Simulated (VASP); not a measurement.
Here is a VASP 6.6.1 calculation.

INCAR

```
PREC     = Accurate       # precision mode
ENCUT    = 520            # plane-wave cutoff, eV
EDIFF    = 1E-7           # SCF threshold, eV
ISMEAR   = 0              # smearing method
SIGMA    = 0.1            # smearing width, eV
LREAL    = F              # projectors in reciprocal space
LASPH    = T              # aspherical terms in the spheres
NELM     = 80             # most SCF steps
ALGO     = Normal         # electronic algorithm
ISIF     = 2              # what is computed and relaxed
LWAVE    = F              # write WAVECAR
LCHARG   = F              # write CHGCAR
GGA      = PE             # functional
NBANDS   = 22             # bands
```

File KPOINTS:

```
regular mesh
0
Gamma
  6 6 4
```

File POSCAR:

```
HfSi2N2
1.0
    3.6668115400      0.0000000000      0.0000000000
   -1.8334057700      3.1755519400      0.0000000000
    0.0000000000      0.0000000000      6.2927581500
Hf Si N
1 2 2
Direct
    0.0000000000      0.0000000000      0.0000000000
    0.6666666700      0.3333333300      0.7315714400
    0.3333333300      0.6666666700      0.2684285600
    0.6666666700      0.3333333300      0.3696880300
    0.3333333300      0.6666666700      0.6303119700
```

Potentials or basis: VASP PAW PBE potentials, release 64 (Hf_pv, Si, N).

The run is started by

```bash
$ cat potpaw_PBE.64/Hf_pv/POTCAR potpaw_PBE.64/Si/POTCAR potpaw_PBE.64/N/POTCAR > POTCAR
$ mpirun -np 1 vasp_std > vasp.out
```

Problem. Estimate the band gap on the k mesh.

Solution. Zero (bands 14 and 15 overlap by 1.93 eV).

Problem. Predict the largest force.

Solution. 3.462 eV/Å.

Problem. Estimate the pressure.

Solution. -16.2 GPa.

Stress tensor (GPa, compression positive):
```
-16.95   0.00   0.00
  0.00 -16.95   0.00
  0.00   0.00 -14.82
```

Caveat: the cell stands under tension; spin-orbit coupling is left out, which moves the levels of the heavy elements; forces of over 1 eV/Å act on the atoms, so gaps and moduli don't describe the material at rest.
